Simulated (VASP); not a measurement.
## Ta: single point with HSE06

The system is Ta.

```
CELL_PARAMETERS angstrom
-1.64020 1.64020 1.64020
1.64020 -1.64020 1.64020
1.64020 1.64020 -1.64020
ATOMIC_POSITIONS crystal
Ta 0.00000 0.00000 0.00000
```

| Item | Value |
| --- | --- |
| Program | VASP 6.6.1 |
| Task | single point |
| Functional | HSE06 |
| Potentials or basis | VASP PAW PBE potentials, release 64 (Ta_pv) |
| Cutoff | 520 eV |
| k mesh | 6 × 6 × 6 |
| Occupations | fermi-dirac, width 0.05 eV |
| Spin | no spin polarisation |
| Dipole correction | no |
| Grid for exact exchange (PRECFOCK) | Normal |
| Further INCAR settings | ALGO = Normal; EDIFF = 1e-06; NBANDS = 12 |
| Screening parameter | 0.2079 1/Å |

The pressure is 7.9 GPa.

Levels at points of the mesh, in eV from the Fermi level:
```csv
k point,band 1,band 2,band 3,band 4,band 5,band 6,band 7,band 8,band 9,band 10
"(0.00, 0.00, 0.00)",-35.24,-35.24,-35.24,-8.95,1.34,1.34,1.34,5.06,5.06,16.26
"(0.50, 0.00, 0.00)",-36.65,-35.67,-35.24,-4.96,-1.68,1.66,4.92,6.00,9.07,13.04
"(0.50, 0.50, 0.50)",-36.19,-36.19,-36.19,-4.35,-4.35,8.02,8.02,8.02,9.74,9.74
```

It took 12 min on 1 thread of AMD EPYC 7R13 Processor (Zen 3) (shared host), peak memory 0.21 GiB.

Caveat: the k points lie up to 0.45 Å⁻¹ apart; the PAW data sets were made with another functional, which shifts forces and pressure a little; spin-orbit coupling is left out, which moves the levels of the heavy elements.
